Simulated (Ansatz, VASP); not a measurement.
Two plane-wave programs on Al

INCAR

```
  PREC = Accurate
  ENCUT = 600
  EDIFF = 1E-6
  ISMEAR = 0
  SIGMA = 0.2
  LREAL = F
  LASPH = T
  NELM = 100
  ALGO = Fast
  ISIF = 3
  LWAVE = F
  LCHARG = F
  GGA = PE
  IBRION = 2
  NSW = 80
  EDIFFG = -0.025
```

File KPOINTS:

```
Automatic mesh
0
Gamma
  8 6 6
```

File POSCAR:

```
Al
1.0
   -1.4693179212      1.4603265766     -1.9981312663
    4.3098099905      1.4224002771     -1.9555508022
   -1.4313916217     -4.3305981674     -1.9893240074
Al
4
Direct
   -0.0426007735      0.2683893448      0.7619989889
    0.5094800600      0.7506638810      0.7573242853
    0.0143249781      0.7366269044      0.2348920155
    0.5187957354      0.2443198698      0.2457847102
```

Input for Ansatz:

```yaml
crystal:
  lattice:
    - [-1.4693179212, 1.4603265766, -1.9981312663]
    - [4.3098099905, 1.4224002771, -1.9555508022]
    - [-1.4313916217, -4.3305981674, -1.9893240074]
  atoms:
    - { symbol: Al, position: [-0.0426007735, 0.2683893448, 0.7619989889] }
    - { symbol: Al, position: [0.50948006, 0.750663881, 0.7573242853] }
    - { symbol: Al, position: [0.0143249781, 0.7366269044, 0.2348920155] }
    - { symbol: Al, position: [0.5187957354, 0.2443198698, 0.2457847102] }
basis:
  ecutwfc: 420
kpoints:
  mp_grid: { grid: [8, 6, 6] }
hamiltonian:
  xc: pbe
scf:
  occupations: { method: gaussian, width: 0.2 }
  lower_state_search: "off"
output:
  forces: true
  stress: true
  eigenvalues: true
relax:
  adjacent_minimum: "off"
  f_tol: 0.025
  max_steps: 60
  cell: { stress_tol: 0.25 }
```

Change from the starting cell: cell x4, atoms moved at random (sigma 0.05 Å) and cell strained at random (1.5 %), then relaxed without symmetry.

Alike in both runs: task relaxation of cell and atoms; functional PBE; k mesh 8 × 6 × 6; occupations gaussian, width 0.2 eV; no spin polarisation.

|  | VASP | Ansatz |
| --- | --- | --- |
| version | VASP 6.6.1 | Ansatz 0.2.0 |
| potentials or method | VASP PAW PBE potentials, release 64 (Al), cutoff 600 eV | scalar-relativistic, plane waves, PAW |
| valence electrons in the cell | 12 | 12 |

|  | VASP | Ansatz | Ansatz less VASP |
| --- | --- | --- | --- |
| gap on the k mesh at the Fermi level, each at its own relaxed structure (eV) | none | none | - |
| relaxed volume (Å³/atom) | 16.49 | 16.50 | +0.010 |
| relaxed length of the cell vector where the two differ most in proportion (Å) | 2.894 | 2.902 | +0.0077 |

A gap of «none» marks a metal or a gap that the smearing closes.
